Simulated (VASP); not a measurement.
Write the native input for VASP 6.6.1 that does the following.

```yaml
Task: single point
Functional: PBE
Dispersion: D4
Potentials_or_basis: VASP PAW PBE potentials, release 64 (Ca_sv)
Cutoff: 520 eV
k_mesh: 8 × 8 × 8
Occupations: tetrahedron
Spin: no spin polarisation
Dipole_correction: no
Further_INCAR_settings: ALGO = Fast; EDIFF = 1e-07; NBANDS = 11
```

The structure of Ca lies in POSCAR:

```
Ca
1.0
    0.0000000000      2.7371595050      2.7371595050
    2.7371595050      0.0000000000      2.7371595050
    2.7371595050      2.7371595050      0.0000000000
Ca
1
Direct
    0.0000000000      0.0000000000      0.0000000000
```

This cell differs from its parent crystal: volume scaled by 0.94.

These files were run (other wordings do the same):

INCAR

```
ALGO = Fast
EDIFF = 1E-7
ENCUT = 520
GGA = PE
ISIF = 2
ISMEAR = -5
IVDW = 13
LASPH = True
LCHARG = False
LREAL = False
LWAVE = False
NBANDS = 11
NELM = 100
PREC = Accurate
SIGMA = 0.05
```

KPOINTS

```
k-points
0
Gamma
  8 8 8
```

Potentials or basis: VASP PAW PBE potentials, release 64 (Ca_sv).

Launch:

```bash
$ cat potpaw_PBE.64/Ca_sv/POTCAR > POTCAR
$ mpirun -np 1 vasp_std > vasp.out
```

Results of the run:

```yaml
Pressure: 0.0 GPa
Band_gap_on_the_k_mesh: zero (band 5 reaches 2.26 eV, above the bottom of band 6 at 1.94 eV)
Dispersion_energy_per_atom: -0.081 eV
```

Caveat: pairwise dispersion overbinds metals, which lowers pressure and volume; tetrahedron occupations give inexact forces and stress in metals.

Wall time 23 s on 1 thread of Intel(R) Xeon(R) Platinum 8375C CPU @ 2.90GHz (Ice Lake), with other jobs on the host, peak memory 0.16 GiB.
